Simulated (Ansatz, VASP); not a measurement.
## TiC in VASP and in Ansatz

INCAR

```
PREC     = Accurate       # precision mode
ENCUT    = 520            # plane-wave cutoff, eV
EDIFF    = 1E-6           # SCF threshold, eV
ISMEAR   = -1             # smearing method
SIGMA    = 0.03           # smearing width, eV
LREAL    = F              # projectors in reciprocal space
LASPH    = T              # aspherical terms in the spheres
NELM     = 100            # most SCF steps
ALGO     = Normal         # electronic algorithm
ISIF     = 2              # what is computed and relaxed
LWAVE    = F              # write WAVECAR
LCHARG   = F              # write CHGCAR
GGA      = PS             # functional
NBANDS   = 15             # bands
```

File KPOINTS:

```
regular mesh
0
Gamma
  14 14 14
```

Contents of POSCAR:

```
TiC
1.0
    0.0000000000      2.1347531715      2.1347531715
    2.1347531715      0.0000000000      2.1347531715
    2.1347531715      2.1347531715      0.0000000000
Ti C
1 1
Direct
    0.0000000000      0.0000000000      0.0000000000
    0.5000000000      0.5000000000      0.5000000000
```

Input for Ansatz:

```yaml
crystal:
  lattice:
    - [0.0, 2.1347531715, 2.1347531715]
    - [2.1347531715, 0.0, 2.1347531715]
    - [2.1347531715, 2.1347531715, 0.0]
  atoms:
    - { symbol: Ti, position: [0.0, 0.0, 0.0] }
    - { symbol: C, position: [0.5, 0.5, 0.5] }
kpoints:
  mp_grid: { grid: [14, 14, 14] }
  band_path:
    path:
      - [0.0, 0.0, 0.0]
      - [0.5, 0.0, 0.5]
      - [0.625, 0.25, 0.625]
      - [0.375, 0.375, 0.75]
      - [0.0, 0.0, 0.0]
      - [0.5, 0.5, 0.5]
      - [0.5, 0.25, 0.75]
      - [0.5, 0.0, 0.5]
    npoints: 5
scf:
  occupations: { method: fermi_dirac, width: 0.03 }
hamiltonian:
  xc: pbesol
  pseudopotentials: { kind: all_electron, lapw: { basis_error: 0.00025 } }
output:
  forces: true
  stress: true
  eigenvalues: true
```

Change from the starting cell: volume scaled by 0.96.

Alike in both runs: task single point; functional PBEsol; k mesh 14 × 14 × 14; occupations fermi-dirac, width 0.03 eV; no spin polarisation.

|  | VASP | Ansatz |
| --- | --- | --- |
| version | VASP 6.6.1 | Ansatz 0.2.0 |
| potentials or method | VASP PAW PBE potentials, release 64 (Ti_sv, C), cutoff 520 eV | all-electron LAPW, scalar-relativistic |

Ansatz gave:

- pressure (GPa): 4.6

Task: What did VASP give for the same quantities?

Result: Pressure (GPa): 4.7.

VASP's potentials were made for PBE, not for PBEsol. Ansatz ran all-electron here, and VASP with PAW potentials.
